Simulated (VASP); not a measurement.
Wanted: the native input for a VASP 6.6.1 run.

```
Task                    : density of states
Functional              : PBE
Potentials or basis     : VASP PAW PBE potentials, release 64 (Sn_d, O)
Cutoff                  : 520 eV
k mesh                  : 4 × 4 × 3
Occupations             : fermi-dirac, width 0.05 eV
Spin                    : no spin polarisation
Dipole correction       : no
k mesh for the DOS      : 6 × 6 × 5
Occupations for the DOS : tetrahedron
Further INCAR settings  : ALGO = Normal; EDIFF = 1e-07; NBANDS = 28
```

SnO:

```
Sn O
1.0
     3.81370    0.00000    0.00000
     0.00000    3.81370    0.00000
     0.00000    0.00000    4.88691
Sn O
2 2
Direct
  0.50000 0.00000 0.76463
  0.00000 0.50000 0.23537
  0.00000 0.00000 0.00000
  0.50000 0.50000 0.00000
```

These files were run (other wordings do the same):

POSCAR

```
SnO
1.0
    3.8136952200      0.0000000000      0.0000000000
    0.0000000000      3.8136952200      0.0000000000
    0.0000000000      0.0000000000      4.8869133000
Sn O
2 2
Direct
    0.5000000000      0.0000000000      0.7646261400
    0.0000000000      0.5000000000      0.2353738600
    0.0000000000      0.0000000000      0.0000000000
    0.5000000000      0.5000000000      0.0000000000
```

INCAR.step1

```
PREC     = Accurate       # precision mode
ENCUT    = 520            # plane-wave cutoff, eV
EDIFF    = 1E-7           # SCF threshold, eV
ISMEAR   = -1             # smearing method
SIGMA    = 0.05           # smearing width, eV
LREAL    = F              # projectors in reciprocal space
LASPH    = T              # aspherical terms in the spheres
NELM     = 60             # most SCF steps
ALGO     = Normal         # electronic algorithm
ISIF     = 2              # what is computed and relaxed
LWAVE    = F              # write WAVECAR
LCHARG   = T              # write CHGCAR
GGA      = PE             # functional
NBANDS   = 28             # bands
```

KPOINTS.step1

```
Automatic mesh
0
Gamma
  4 4 3
```

INCAR.step2

```
PREC     = Accurate       # precision mode
ENCUT    = 520            # plane-wave cutoff, eV
EDIFF    = 1E-7           # SCF threshold, eV
ISMEAR   = -5             # smearing method
SIGMA    = 0.05           # smearing width, eV
LREAL    = F              # projectors in reciprocal space
LASPH    = T              # aspherical terms in the spheres
NELM     = 60             # most SCF steps
ALGO     = Normal         # electronic algorithm
ISIF     = 2              # what is computed and relaxed
LWAVE    = F              # write WAVECAR
LCHARG   = F              # write CHGCAR
GGA      = PE             # functional
LORBIT   = 11             # projections on sites
NBANDS   = 28             # bands
NEDOS    = 2001           # points of the DOS
ICHARG   = 11             # starting density
```

KPOINTS.step2

```
Automatic mesh
0
Gamma
  6 6 5
```

Potentials or basis: VASP PAW PBE potentials, release 64 (Sn_d, O).

Launch:

```sh
$ cat potpaw_PBE.64/Sn_d/POTCAR potpaw_PBE.64/O/POTCAR > POTCAR
$ cp INCAR.step1 INCAR
$ cp KPOINTS.step1 KPOINTS
$ mpirun -np 1 vasp_std > vasp.out
$ cp INCAR.step2 INCAR
$ cp KPOINTS.step2 KPOINTS
$ mpirun -np 1 vasp_std > vasp.out
```

It gave:

```
Valence electrons inside the program's atomic spheres : Sn 12.12; O 5.02
```

Caveat: the k points lie up to 0.43 Å⁻¹ apart; spin-orbit coupling is left out, which moves the levels of the heavy elements.

Wall time 34 s on 1 thread of Intel(R) Xeon(R) Platinum 8488C (Sapphire Rapids) (shared host), peak memory 0.19 GiB.
